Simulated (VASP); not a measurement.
# Zn3SeS2 in VASP: notebook

Zn3SeS2 is run at these levels: PBE; tasks: single point.

Program: VASP 6.6.1. These are calculated values, not measurements. Logs are shortened: lines on timing, memory, paths and dates and some standing lists are left out, and cuts for length are marked.

### Step 1. The cell of the first run

Symmetry: P6_3mc, No. 186, hexagonal system. The conventional cell has a = 3.916 Å, b = 3.916 Å, c = 19.219 Å, α = 90.00°, β = 90.00°, γ = 120.00°. Zn (site symmetry 3m) has 1 S at 2.36 Å and 3 Se at 2.44 Å within 3.1 Å. Within 3.1 Å of Zn (site symmetry 3m) lie 4 S at 2.36 to 2.38 Å. Within 3.1 Å of Zn (site symmetry 3m) lie 3 S at 2.38 Å and 1 Se at 2.48 Å. Within 3.2 Å of Se (site symmetry 3m) lie 4 Zn at 2.44 to 2.48 Å. S (site symmetry 3m) has 4 Zn at 2.36 to 2.38 Å within 3.1 Å. Within 3.1 Å of S (site symmetry 3m) lie 4 Zn at 2.36 to 2.38 Å.

### Step 2. Single point, PBE

INCAR

```
SYSTEM = Zn3SeS2
  PREC = Accurate
  ENCUT = 520
  EDIFF = 1E-6
  ISMEAR = 0
  SIGMA = 0.1
  LREAL = .FALSE.
  LASPH = .TRUE.
  NELM = 60
  ALGO = Normal
  ISIF = 2
  LWAVE = .FALSE.
  LCHARG = .TRUE.
  GGA = PE
  LELF = .TRUE.
  LVHAR = .TRUE.
  NBANDS = 66
```

KPOINTS

```
regular mesh
0
G
  6 6 1
  0 0 0
```

POSCAR

```
Zn3SeS2
1.0
    3.9158403000      0.0000000000      0.0000000000
   -1.9579202000      3.3912172000      0.0000000000
    0.0000000000      0.0000000000     19.2194154000
Zn Se S
6 2 4
Direct
    0.0000000000      0.0000000000      0.0051040000
    0.0000000000      0.0000000000      0.5051040000
    0.3333333000      0.6666667000      0.1667060000
    0.6666667000      0.3333333000      0.6667060000
    0.6666667000      0.3333333000      0.3284610000
    0.3333333000      0.6666667000      0.8284610000
    0.6666667000      0.3333333000      0.4574220000
    0.3333333000      0.6666667000      0.9574220000
    0.0000000000      0.0000000000      0.1277070000
    0.0000000000      0.0000000000      0.6277070000
    0.3333333000      0.6666667000      0.2895990000
    0.6666667000      0.3333333000      0.7895990000
```

Potentials or basis: VASP PAW PBE potentials, release 64 (Zn, Se, S).

Started as:

```sh
cat potpaw_PBE.64/Zn/POTCAR potpaw_PBE.64/Se/POTCAR potpaw_PBE.64/S/POTCAR > POTCAR
mpirun -np 1 vasp_std > vasp.out
```

OUTCAR:

```text
SYSTEM = Zn3SeS2
   PREC = Accurate
   ENCUT = 520
   EDIFF = 1E-6
   ISMEAR = 0
   LREAL = .FALSE.
   LASPH = .TRUE.
   NELM = 60
   ISIF = 2
   GGA = PE

 ion  position               nearest neighbor table
   1  0.000  0.000  0.005-   9 2.36   8 2.44   8 2.44   8 2.44
   2  0.000  0.000  0.505-  10 2.36   7 2.44   7 2.44   7 2.44
   3  0.333  0.667  0.167-  11 2.36   9 2.38   9 2.38   9 2.38
   4  0.667  0.333  0.667-  12 2.36  10 2.38  10 2.38  10 2.38
   5  0.667  0.333  0.328-  11 2.38  11 2.38  11 2.38   7 2.48
   6  0.333  0.667  0.828-  12 2.38  12 2.38  12 2.38   8 2.48
   7  0.667  0.333  0.457-   2 2.44   2 2.44   2 2.44   5 2.48
   8  0.333  0.667  0.957-   1 2.44   1 2.44   1 2.44   6 2.48
   9  0.000  0.000  0.128-   1 2.36   3 2.38   3 2.38   3 2.38
  10  0.000  0.000  0.628-   2 2.36   4 2.38   4 2.38   4 2.38
  11  0.333  0.667  0.290-   3 2.36   5 2.38   5 2.38   5 2.38
  12  0.667  0.333  0.790-   4 2.36   6 2.38   6 2.38   6 2.38

  LATTYP: Found a hexagonal cell.
 ALAT       =     3.9158403000
 C/A-ratio  =     4.9081203337

  Lattice vectors:

 A1 = (   3.9158403000,   0.0000000000,   0.0000000000)
 A2 = (  -1.9579202000,   3.3912172000,   0.0000000000)
 A3 = (   0.0000000000,   0.0000000000,  19.2194154000)

Analysis of symmetry for initial positions (statically):
=====================================================================
 Subroutine PRICEL returns:
 Original cell was already a primitive cell.

 Routine SETGRP: Setting up the symmetry group for a
 hexagonal supercell.

 Subroutine GETGRP returns: Found 12 space group operations
 (whereof  6 operations were pure point group operations)
 out of a pool of 24 trial point group operations.

The static configuration has the point symmetry C_3v.
 The point group associated with its full space group is C_6v.

Analysis of symmetry for dynamics (positions and initial velocities):
=====================================================================
 Subroutine PRICEL returns:
 Original cell was already a primitive cell.

 Routine SETGRP: Setting up the symmetry group for a
 hexagonal supercell.

 Subroutine GETGRP returns: Found 12 space group operations
 (whereof  6 operations were pure point group operations)
 out of a pool of 24 trial point group operations.

The dynamic configuration has the point symmetry C_3v.
 The point group associated with its full space group is C_6v.

 Subroutine INISYM returns: Found 12 space group operations
 (whereof  6 operations are pure point group operations),
 and found     1 'primitive' translations

----------------------------------------------------------------------------------------

                                     Primitive cell

  volume of cell :     255.2236

  direct lattice vectors                    reciprocal lattice vectors
     3.915840300  0.000000000  0.000000000     0.255373029  0.147439690  0.000000000
    -1.957920200  3.391217200  0.000000000     0.000000000  0.294879373  0.000000000
     0.000000000  0.000000000 19.219415400     0.000000000  0.000000000  0.052030719

  length of vectors
     3.915840300  3.915840345 19.219415400     0.294879376  0.294879373  0.052030719

  position of ions in fractional coordinates (direct lattice)
     0.000000000  0.000000000  0.005104000
     0.000000000  0.000000000  0.505104000
     0.333333300  0.666666700  0.166706000
     0.666666700  0.333333300  0.666706000
     0.666666700  0.333333300  0.328461000
     0.333333300  0.666666700  0.828461000
     0.666666700  0.333333300  0.457422000
     0.333333300  0.666666700  0.957422000
     0.000000000  0.000000000  0.127707000
     0.000000000  0.000000000  0.627707000
     0.333333300  0.666666700  0.289599000
     0.666666700  0.333333300  0.789599000

  ion indices of the primitive-cell ions
   primitive index   ion index
                 1           1
                 2           2
                 3           3
                 4           4
                 5           5
                 6           6
                 7           7
                 8           8
                 9           9
                10          10
                11          11
                12          12

----------------------------------------------------------------------------------------

 KPOINTS: regular mesh

Automatic generation of k-mesh.
 Grid dimensions read from file:
 generate k-points for:    6    6    1

 Generating k-lattice:

  Cartesian coordinates                     Fractional coordinates (reciprocal lattice)
     0.042562172  0.024573282  0.000000000     0.166666667  0.000000000  0.000000000
     0.000000000  0.049146562  0.000000000     0.000000000  0.166666667  0.000000000
     0.000000000  0.000000000  0.052030719     0.000000000  0.000000000  1.000000000

  Length of vectors
     0.049146563  0.049146562  0.052030719

  Shift w.r.t. Gamma in fractional coordinates (k-lattice)
     0.000000000  0.000000000  0.000000000

 Subroutine IBZKPT returns following result:
 ===========================================

 Found      7 irreducible k-points:

 Following reciprocal coordinates:
            Coordinates               Weight
  0.000000  0.000000  0.000000      1.000000
  0.166667  0.000000  0.000000      6.000000
  0.333333 -0.000000  0.000000      6.000000
  0.500000  0.000000  0.000000      3.000000
  0.166667  0.166667  0.000000      6.000000
  0.333333  0.166667  0.000000     12.000000
  0.333333  0.333333  0.000000      2.000000
   k-points           NKPTS =      7   k-points in BZ     NKDIM =      7   number of bands    NBANDS=     66
   number of dos      NEDOS =    301   number of ions     NIONS =     12
   total plane-waves  NPLWV = 129600
   dimension x,y,z NGX =    30 NGY =   30 NGZ =  144
   dimension x,y,z NGXF=    60 NGYF=   60 NGZF=  288
   ions per type =               6   2   4
   NGX,Y,Z   is equivalent  to a cutoff of  12.74, 12.74, 12.46 a.u.
   NGXF,Y,Z  is equivalent  to a cutoff of  25.47, 25.47, 24.91 a.u.
 SYSTEM =  Zn3SeS2
   PREC   = accura    normal or accurate (medium, high low for compatibility)
   ISTART =      0    job   : 0-new  1-cont  2-samecut
   ICHARG =      2    charge: 1-file 2-atom 10-const
   ISPIN  =      1    spin polarized calculation?
   LNONCOLLINEAR =      F non collinear calculations
   LSORBIT =      F    spin-orbit coupling
   LASPH  =      T    aspherical Exc in radial PAW
   ENCUT  =  520.0 eV  38.22 Ry    6.18 a.u.   7.28  7.28 35.74*2*pi/ulx,y,z
   NELM   =     60;   NELMIN=  2; NELMDL= -5     # of ELM steps
   EDIFF  = 0.1E-05   stopping-criterion for ELM
   LREAL  =      F    real-space projection
   EDIFFG = 0.1E-04   stopping-criterion for IOM
   NSW    =      0    number of steps for IOM
   IBRION =     -1    ionic relax: 0-MD 1-quasi-New 2-CG
   NFREE  =      0    steps in history (QN), initial steepest desc. (CG)
   ISIF   =      2    stress and relaxation
   ISYM   =      2    0-nonsym 1-usesym 2-fastsym
   POTIM  = 0.5000    time-step for ionic-motion
   TEBEG  =    0.0;   TEEND  =   0.0 temperature during run
   PSTRESS=    0.0 pullay stress
   NELECT =     108.0000    total number of electrons
   NUPDOWN=      -1.0000    fix difference up-down
   EMIN   =  10.00;   EMAX   =-10.00  energy-range for DOS
   EFERMI =   0.00;   METHOD = LEGACY
   ISMEAR =     0;   SIGMA  =   0.10  broadening in eV -4-tet -1-fermi 0-gaus
   EFERMI_NEDOS =   21; number of points for ismear=-14 and -15
   IALGO  =     38    algorithm
   IMIX   =      4    mixing-type and parameters
     AMIX     =   0.40;   BMIX     =  1.00
     AMIX_MAG =   1.60;   BMIX_MAG =  1.00
  volume/ion in A,a.u.               =      21.27       143.53
  Fermi-wavevector in a.u.,A,eV,Ry     =   1.229068  2.322601 20.553064  1.510608
  Thomas-Fermi vector in A             =   2.363969
   LORBIT       =      0    0 simple, 1 ext, 2 COOP (PROOUT), +10 PAW based schemes
   GGA     = PE    functional components
   LHFCALC =     F    Hartree Fock is set to
   AEXX    =    0.0000 exact exchange contribution
   IVDW    =     0    specifies the selected vdW correction
   LEPSILON=     F    determine dielectric tensor
   LRPA    =     F    only Hartree local field effects (RPA)
 non-spin polarized calculation
 Gauss-broadening in eV      SIGMA  =   0.10
  energy-cutoff  :      520.00
  volume of cell :      255.22
 maximum number of plane-waves:      6908
 NGX is ok and might be reduce to    30
   NGX = 15   NGY = 15   NGZ = 71

 number of electron     107.9999908 magnetization

 Free energy of the ion-electron system (eV)
  ---------------------------------------------------
  ext. energy  EPLUGINS =         0.00000000
  ---------------------------------------------------
  free energy    TOTEN  =       -39.31063595 eV

  energy without entropy =      -39.31063595  energy(sigma->0) =      -39.31063595

 E-fermi :   2.4392     XC(G=0):  -9.3997

 val. band max:        1.9449898329   @ k =   0.0000   0.0000   0.0000
 cond. band min:       3.3893028525   @ k =   0.0000   0.0000   0.0000
 fundamental gap:      1.4443130196
 Fermi energy:         2.4392441084

 k-point     1 :       0.0000    0.0000    0.0000
  band No.  band energies     occupation
      1     -11.3087      2.00000
      2     -11.1496      2.00000
      3     -11.0963      2.00000
      4     -10.7146      2.00000
      5     -10.7015      2.00000
      6     -10.4721      2.00000
[... 58 lines left out ...]
     65       8.0451      0.00000
     66       8.0485      0.00000

 k-point     2 :       0.1667    0.0000    0.0000
  band No.  band energies     occupation
      1     -11.1443      2.00000
      2     -11.0018      2.00000
      3     -10.9424      2.00000
      4     -10.6023      2.00000
      5     -10.5855      2.00000
      6     -10.3836      2.00000
[... 403 lines left out ...]
     65       8.1333      0.00000
     66       8.5933      0.00000

------------------------ aborting loop because EDIFF is reached ----------------------------------------

  FORCE on cell =-STRESS in cart. coord.  units (eV):
  Direction    XX          YY          ZZ          XY          YZ          ZX
  --------------------------------------------------------------------------------------
  -------------------------------------------------------------------------------------
  Total        0.2724456      0.2724456      0.2648384     -0.0000000     -0.0000000     -0.0000000
  in kB        1.7102895      1.7102895      1.6625350     -0.0000000     -0.0000000     -0.0000000
  external PRESSURE =       1.6943713 kB  Pullay stress =       0.0000000 kB

 VOLUME and BASIS-vectors are now :
 -----------------------------------------------------------------------------
  energy-cutoff  :      520.00
  volume of cell :      255.22
      direct lattice vectors                 reciprocal lattice vectors
     3.915840300  0.000000000  0.000000000     0.255373029  0.147439690  0.000000000
    -1.957920200  3.391217200  0.000000000     0.000000000  0.294879373  0.000000000
     0.000000000  0.000000000 19.219415400     0.000000000  0.000000000  0.052030719

 POSITION                                       TOTAL-FORCE (eV/Angst)
 -----------------------------------------------------------------------------------
      0.00000      0.00000      0.09810        -0.000000      0.000000      0.010646
      0.00000      0.00000      9.70780         0.000000      0.000000      0.010646
     -0.00000      2.26081      3.20399         0.000000     -0.000000      0.005394
      1.95792      1.13041     12.81370         0.000000      0.000000      0.005394
      1.95792      1.13041      6.31283        -0.000000      0.000000     -0.007348
     -0.00000      2.26081     15.92254         0.000000      0.000000     -0.007348
      1.95792      1.13041      8.79138         0.000000     -0.000000     -0.005799
     -0.00000      2.26081     18.40109        -0.000000      0.000000     -0.005799
      0.00000      0.00000      2.45445         0.000000      0.000000     -0.002532
      0.00000      0.00000     12.06416        -0.000000     -0.000000     -0.002532
     -0.00000      2.26081      5.56592         0.000000      0.000000     -0.000361
      1.95792      1.13041     15.17563         0.000000     -0.000000     -0.000361
 -----------------------------------------------------------------------------------
    total drift:                               -0.000301      0.000172      0.001699

  FREE ENERGIE OF THE ION-ELECTRON SYSTEM (eV)
  ---------------------------------------------------
  free  energy   TOTEN  =       -39.3106359532 eV

  energy  without entropy=      -39.3106359532  energy(sigma->0) =      -39.31063595
```

Wall time 4.4 min (1 thread of Intel Xeon Platinum 8259CL at 2.50GHz (Skylake/Cascade Lake), shared host); peak memory 0.4 GiB.

Results:

```
Free energy            : -39.3106 eV
Pressure               : 0.2 GPa
Largest force          : 0.011 eV/Å
Band gap on the k mesh : 1.44 eV
```

Forces on the atoms (eV/Å):
```
Zn   0.000  0.000  0.011
Zn   0.000  0.000  0.011
Zn   0.000  0.000  0.005
Zn   0.000  0.000  0.005
Zn   0.000  0.000 -0.007
Zn   0.000  0.000 -0.007
Se   0.000  0.000 -0.006
Se   0.000  0.000 -0.006
S    0.000  0.000 -0.003
S    0.000  0.000 -0.003
S    0.000  0.000  0.000
S    0.000  0.000  0.000
```

### Step 3. Single point, PBE

INCAR

```
  ALGO = Normal
  EDIFF = 1E-6
  ENCUT = 520
  GGA = PE
  ISIF = 2
  ISMEAR = 0
  LASPH = T
  LCHARG = F
  LREAL = F
  LWAVE = F
  NBANDS = 66
  NELM = 100
  PREC = Accurate
  SIGMA = 0.1
```

KPOINTS

```
k-points
0
Gamma
  6 6 1
```

POSCAR

```
Zn3SeS2
1.0
    3.9158403133      0.0000000289      0.0000000000
   -1.9579201817      3.3912171740      0.0000000000
    0.0000000000      0.0000000000     19.2194154000
Zn Se S
6 2 4
Direct
    0.0000000000      0.0000000000      0.0051040000
    0.0000000000      0.0000000000      0.5051040000
    0.3333333333      0.6666666667      0.1667060000
    0.6666666667      0.3333333333      0.6667060000
    0.6666666667      0.3333333333      0.3284610000
    0.3333333333      0.6666666667      0.8284610000
    0.6666666667      0.3333333333      0.4574220000
    0.3333333333      0.6666666667      0.9574220000
    0.0000000000      0.0000000000      0.1277070000
    0.0000000000      0.0000000000      0.6277070000
    0.3333333333      0.6666666667      0.2895990000
    0.6666666667      0.3333333333      0.7895990000
```

Potentials or basis: VASP PAW PBE potentials, release 64 (Zn, Se, S).

Started as:

```sh
cat potpaw_PBE.64/Zn/POTCAR potpaw_PBE.64/Se/POTCAR potpaw_PBE.64/S/POTCAR > POTCAR
mpirun -np 1 vasp_std > vasp.out
```

Wall time 4.7 min (1 thread of Intel Xeon Platinum 8259CL at 2.50GHz (Skylake/Cascade Lake), shared host); peak memory 0.4 GiB.

It converged, with:

- Free energy: -39.3106 eV
- Pressure: 0.2 GPa
- Largest force: 0.011 eV/Å
- Band gap on the k mesh: 1.44 eV

Forces on the atoms (eV/Å):
```
Zn   0.000  0.000  0.011
Zn   0.000  0.000  0.011
Zn   0.000  0.000  0.005
Zn   0.000  0.000  0.005
Zn   0.000  0.000 -0.007
Zn   0.000  0.000 -0.007
Se   0.000  0.000 -0.006
Se   0.000  0.000 -0.006
S    0.000  0.000 -0.003
S    0.000  0.000 -0.003
S    0.000  0.000  0.000
S    0.000  0.000  0.000
```

Levels at points of the mesh, in eV from the valence-band top:
| k point | band 50 | band 51 | band 52 | band 53 | band 54 | band 55 | band 56 | band 57 | band 58 | band 59 |
| --- | --- | --- | --- | --- | --- | --- | --- | --- | --- | --- |
| (0.00, 0.00, 0.00) | -0.30 | -0.06 | -0.06 | 0.00 | 0.00 | 1.44 | 2.49 | 2.54 | 2.68 | 3.02 |
| (0.50, 0.00, 0.00) | -1.66 | -1.62 | -1.32 | -1.13 | -0.96 | 2.87 | 3.16 | 3.29 | 3.30 | 3.48 |

(Continued in part 2 of 2.)
